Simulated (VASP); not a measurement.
Crystal: ZnO.

```
CELL_PARAMETERS angstrom
4.33798 0.00000 0.00000
-2.16899 3.75680 0.00000
0.00000 0.00000 3.45569
ATOMIC_POSITIONS crystal
Zn 0.00000 0.00000 0.00000
O 0.00000 0.00000 0.50000
```

| Item | Value |
| --- | --- |
| Program | VASP 6.6.1 |
| Task | relaxation of cell and atoms |
| Functional | PBE |
| Potentials or basis | VASP PAW PBE potentials, release 64 (Zn, O) |
| Cutoff | 600 eV |
| k mesh | 6 × 6 × 8 |
| Occupations | gaussian, width 0.02 eV |
| Spin | no spin polarisation |

At the start: pressure 0.7 GPa; volume 28.16 Å³/atom.

**Question.** How do energy, volume and symmetry change on relaxing?

**Answer.** Over 14 steps the energy falls by 3.6 meV/atom and the volume is 34.12 Å³/atom (+21.2 %); space group P6/mmm (No. 191, to 0.05 Å).

The path:
```csv
step,energy change (eV),largest force (eV/Å),pressure (GPa),volume (Å³)
1,0.0000,0.0000,0.70,56.32
2,0.0083,0.0000,-1.47,57.32
3,-0.0013,0.0000,0.10,56.58
4,-0.0013,0.0000,0.10,56.58
5,-0.0014,0.0000,0.10,56.71
6,-0.0018,0.0000,0.09,57.10
7,-0.0025,0.0000,0.08,57.89
8,-0.0037,0.0000,0.07,59.49
9,-0.0057,0.0000,0.04,62.75
10,-0.0072,0.0000,-0.07,69.55
11,-0.0072,0.0000,-0.03,67.65
12,-0.0073,0.0000,-0.04,68.25
13,0.0253,0.0000,2.59,68.21
14,-0.0073,0.0000,0.01,68.25
```

Final structure:
```cif
data_structure
_symmetry_space_group_name_H-M 'P 1'
_symmetry_Int_Tables_number 1
_cell_length_a 4.7641
_cell_length_b 4.7641
_cell_length_c 3.4721
_cell_angle_alpha 90.000
_cell_angle_beta 90.000
_cell_angle_gamma 120.000
_cell_volume 68.25
loop_
_atom_site_label
_atom_site_type_symbol
_atom_site_fract_x
_atom_site_fract_y
_atom_site_fract_z
_atom_site_occupancy
Zn1 Zn 0.00000 0.00000 0.00000 1
O1 O 0.00000 0.00000 0.50000 1
```

Caveat: the volume moved by over 15 % at a fixed basis, so the end points are rough.
